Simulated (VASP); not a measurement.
Write the native input for VASP 6.6.1 that does the following.

| Quantity | Value |
| --- | --- |
| Task | relaxation of cell and atoms |
| Functional | PBE |
| Potentials or basis | VASP PAW PBE potentials, release 64 (Ti_sv, B) |
| Cutoff | 600 eV |
| k mesh | 6 × 6 × 6 |
| Occupations | gaussian, width 0.1 eV |
| Spin | no spin polarisation |
| Dipole correction | no |
| Further INCAR settings | ALGO = Normal; EDIFF = 1e-07; IBRION = 2; EDIFFG = -0.04; NSW = 90; ISIF = 3 |

The structure of TiB6 lies in POSCAR:

```
TiB6
1.0
    0.0000000000      3.1678818200      3.1678818200
    3.1678818200      0.0000000000      3.1678818200
    3.1678818200      3.1678818200      0.0000000000
Ti B
1 6
Direct
    0.5000000000      0.5000000000      0.5000000000
    0.6065744600      0.8934255400      0.8934255400
    0.8934255400      0.6065744600      0.6065744600
    0.8934255400      0.6065744600      0.8934255400
    0.6065744600      0.8934255400      0.6065744600
    0.8934255400      0.8934255400      0.6065744600
    0.6065744600      0.6065744600      0.8934255400
```

The input as run:

INCAR

```
SYSTEM = TiB6
  ALGO = Normal
  EDIFF = 1E-7
  EDIFFG = -0.04
  ENCUT = 600
  GGA = PE
  IBRION = 2
  ISIF = 3
  ISMEAR = 0
  LASPH = .True.
  LCHARG = .False.
  LREAL = .False.
  LWAVE = .False.
  NELM = 100
  NSW = 90
  PREC = Accurate
  SIGMA = 0.1
```

KPOINTS

```
k-points
0
Gamma
  6 6 6
  0 0 0
```

Potentials or basis: VASP PAW PBE potentials, release 64 (Ti_sv, B).

Run with:

```console
$ cat potpaw_PBE.64/Ti_sv/POTCAR potpaw_PBE.64/B/POTCAR > POTCAR
$ mpirun -np 1 vasp_std > vasp.out
```

Results of the run:

```yaml
Relaxed_volume: 8.32 Å³/atom
Relaxed_cell: a = 4.351 Å, b = 4.351 Å, c = 4.351 Å, α = 60.00°, β = 60.00°, γ = 60.00°
Space_group_after_relaxing_to_0.05_Å: F-43m (No. 216)
Energy_gained_by_relaxing: 3674.3 meV/atom
Ionic_steps: 20
Pressure_after_relaxing: 0.0 GPa
Largest_force_after_relaxing: 0.012 eV/Å
Band_gap_on_the_k_mesh: zero (band 15 reaches 7.90 eV, above the bottom of band 16 at 5.44 eV)
```

It took 5.6 min on 1 thread of Intel(R) Xeon(R) 6975P-C (Granite Rapids) (shared host), peak memory 0.23 GiB.
